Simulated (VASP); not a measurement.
# Se (P3_121) in VASP: a series of runs, part 2 of 2

VASP 6.6.1. The steps go on from the part before.

### Step 4. Single point, PBE+D3(BJ) (volume 22.538 Å^3 an atom, c/a of the conventional cell 1.2605)

INCAR reads:

```
SYSTEM = Se
PREC = Accurate
ENCUT = 520
EDIFF = 1E-6
ISMEAR = 0
SIGMA = 0.05
LREAL = .FALSE.
LASPH = .TRUE.
NELM = 100
ALGO = Normal
ISIF = 2
LWAVE = .FALSE.
LCHARG = .FALSE.
GGA = PE
IVDW = 12
NBANDS = 16
```

KPOINTS reads:

```
Automatic mesh
0
G
  12 12 8
  0 0 0
```

POSCAR reads:

```
Se
1.0
    3.9566332477      0.0000000000      0.0000000000
   -1.9783166239      3.4265449060      0.0000000000
    0.0000000000      0.0000000000      4.9871726754
Se
3
Direct
    0.2473450684      0.0000000000      0.3333333333
    0.0000000000      0.2473450684      0.6666666667
    0.7526549316      0.7526549316      0.0000000000
```

Potentials or basis: VASP PAW PBE potentials, release 64 (Se).

On the command line:

```
$ cat potpaw_PBE.64/Se/POTCAR > POTCAR
$ mpirun -np 1 vasp_std > vasp.out
```

OUTCAR:

```text
SYSTEM = Se
   PREC = Accurate
   ENCUT = 520
   EDIFF = 1E-6
   ISMEAR = 0
   LREAL = .FALSE.
   LASPH = .TRUE.
   NELM = 100
   ISIF = 2
   GGA = PE
   IVDW = 12
 IVDW          = 12

 ion  position               nearest neighbor table
   1  0.247  0.000  0.333-   3 2.37   2 2.37
   2  0.000  0.247  0.667-   3 2.37   1 2.37
   3  0.753  0.753  0.000-   1 2.37   2 2.37

  LATTYP: Found a hexagonal cell.
 ALAT       =     3.9566332477
 C/A-ratio  =     1.2604586686

  Lattice vectors:

 A1 = (   3.9566332477,   0.0000000000,   0.0000000000)
 A2 = (  -1.9783166239,   3.4265449060,   0.0000000000)
 A3 = (   0.0000000000,   0.0000000000,   4.9871726754)

Analysis of symmetry for initial positions (statically):
=====================================================================
 Subroutine PRICEL returns:
 Original cell was already a primitive cell.

 Routine SETGRP: Setting up the symmetry group for a
 hexagonal supercell.

 Subroutine GETGRP returns: Found  6 space group operations
 (whereof  2 operations were pure point group operations)
 out of a pool of 24 trial point group operations.

The static configuration has the point symmetry C_2 .
[... 169 lines left out ...]
 cond. band min:       5.2604246063   @ k =   0.3333   0.3333   0.5000
 fundamental gap:      0.5418132940
 Fermi energy:         5.0057938161

 k-point     1 :       0.0000    0.0000    0.0000
  band No.  band energies     occupation
      1     -12.0595      2.00000
      2      -7.5326      2.00000
      3      -7.5326      2.00000
      4       0.6083      2.00000
      5       1.0309      2.00000
      6       1.0309      2.00000
[... 433 lines left out ...]
      3      -6.6434      2.00000
      4      -0.4354      2.00000
      5      -0.0066      2.00000
      6       0.9009      2.00000
[... 8 lines left out ...]
     15      12.5614      0.00000
     16      13.1236      0.00000

 [... further k-points ...]

------------------------ aborting loop because EDIFF is reached ----------------------------------------

 Edisp (eV)   -1.16687

 E8    (eV) :    -0.4824

  FORCE on cell =-STRESS in cart. coord.  units (eV):
  Direction    XX          YY          ZZ          XY          YZ          ZX
  --------------------------------------------------------------------------------------
  -------------------------------------------------------------------------------------
  Total       2.35919     2.35919     3.75143    -0.00000     0.00000     0.00000
  in kB      55.90326    55.90326    88.89371    -0.00000     0.00000     0.00000
  external pressure =       66.90 kB  Pullay stress =        0.00 kB

 VOLUME and BASIS-vectors are now :
 -----------------------------------------------------------------------------
  energy-cutoff  :      520.00
  volume of cell :       67.61
      direct lattice vectors                 reciprocal lattice vectors
     3.956633248  0.000000000  0.000000000     0.252740130  0.145919582  0.000000000
    -1.978316624  3.426544906  0.000000000     0.000000000  0.291839164  0.000000000
     0.000000000  0.000000000  4.987172675     0.000000000  0.000000000  0.200514413

 POSITION                                       TOTAL-FORCE (eV/Angst)
 -----------------------------------------------------------------------------------
      0.97865      0.00000      1.66239         0.695471     -0.000000     -0.000000
     -0.48933      0.84754      3.32478        -0.347736      0.602296      0.000000
      1.48899      2.57901      0.00000        -0.347736     -0.602296      0.000000
 -----------------------------------------------------------------------------------
    total drift:                                0.000000      0.000001     -0.000000

  FREE ENERGIE OF THE ION-ELECTRON SYSTEM (eV)
  ---------------------------------------------------
  free  energy   TOTEN  =       -11.3763983087 eV

  energy  without entropy=      -11.3763983087  energy(sigma->0) =      -11.37639831
```

OSZICAR:

```text
N       E                     dE             d eps       ncg     rms          rms(c)
DAV:   1     0.802835487341E+02    0.80284E+02   -0.74816E+03  4192   0.957E+02
DAV:   2    -0.561072076053E+01   -0.85894E+02   -0.81142E+02  5600   0.158E+02
DAV:   3    -0.102367865035E+02   -0.46261E+01   -0.46038E+01  5240   0.414E+01
DAV:   4    -0.102642343851E+02   -0.27448E-01   -0.27442E-01  5480   0.374E+00
DAV:   5    -0.102643918243E+02   -0.15744E-03   -0.15744E-03  5488   0.279E-01    0.810E+00
DAV:   6    -0.102225584790E+02    0.41833E-01   -0.28617E-02  5016   0.109E+00    0.500E+00
DAV:   7    -0.102102311384E+02    0.12327E-01   -0.58303E-02  5048   0.152E+00    0.187E-01
DAV:   8    -0.102094311113E+02    0.80003E-03   -0.78772E-03  4752   0.563E-01    0.109E-01
DAV:   9    -0.102095013497E+02   -0.70238E-04   -0.27626E-04  6080   0.105E-01    0.388E-02
DAV:  10    -0.102095299976E+02   -0.28648E-04   -0.30637E-05  4968   0.384E-02    0.586E-03
DAV:  11    -0.102095322783E+02   -0.22807E-05   -0.58645E-06  6000   0.155E-02    0.382E-03
DAV:  12    -0.102095321656E+02    0.11266E-06   -0.11833E-06  3448   0.711E-03
   1 F= -.11376398E+02 E0= -.11376398E+02  d E =-.267783E-15
```

Wall time 47 s (1 thread of Intel Xeon 6975P-C (Granite Rapids), shared host); peak memory 0.25 GiB.

What came out:

```yaml
Free_energy: -11.3764 eV
Pressure: 6.7 GPa
Largest_force: 0.695 eV/Å
Band_gap_on_the_k_mesh: 0.54 eV, indirect (least direct gap 0.57 eV)
Dispersion_energy_per_atom: -0.389 eV
```

Forces in eV/Å, atoms in the order of the input:
```
Se   0.695  0.000  0.000
Se  -0.348  0.602  0.000
Se  -0.348 -0.602  0.000
```

Stress tensor (GPa, compression positive):
```
5.59 0.00 0.00
0.00 5.59 0.00
0.00 0.00 8.89
```

Levels at points of the mesh, in eV from the valence-band top:
| k point | band 6 | band 7 | band 8 | band 9 | band 10 | band 11 | band 12 | band 13 |
| --- | --- | --- | --- | --- | --- | --- | --- | --- |
| (0.00, 0.00, 0.00) | -3.69 | -2.23 | -2.23 | -0.72 | 1.53 | 1.53 | 2.06 | 6.14 |
| (0.50, 0.00, 0.00) | -4.27 | -4.00 | -1.75 | -1.16 | 1.48 | 1.72 | 4.08 | 4.70 |
| (0.00, 0.00, 0.50) | -3.46 | -1.66 | -1.61 | -1.61 | 0.83 | 0.89 | 0.89 | 5.29 |
| (0.50, 0.00, 0.50) | -4.66 | -2.80 | -2.28 | -0.11 | 1.34 | 2.61 | 3.07 | 5.89 |

 A k mesh can miss the band edges.

### Step 5. The runs side by side

```csv
cell,gap on the mesh (eV),pressure (GPa),largest force (eV/Å)
"a = 3.904, b = 3.904, c = 5.123 Å, angles 90.0, 90.0, 120.0°, 3 atoms",0.25,5.5,0.61
"a = 4.064, b = 4.064, c = 4.727 Å, angles 90.0, 90.0, 120.0°, 3 atoms",0.42,8.8,0.88
"a = 3.957, b = 3.957, c = 4.987 Å, angles 90.0, 90.0, 120.0°, 3 atoms",0.54,6.7,0.70
```

Alike in all rows: task single point; level PBE+D3(BJ); potentials or basis VASP PAW PBE potentials, release 64 (Se); no spin polarisation; k mesh 12 × 12 × 8; cutoff (eV) 520; smearing gaussian 0.05 eV.

Absolute energies hang on the potentials; compare differences alone.
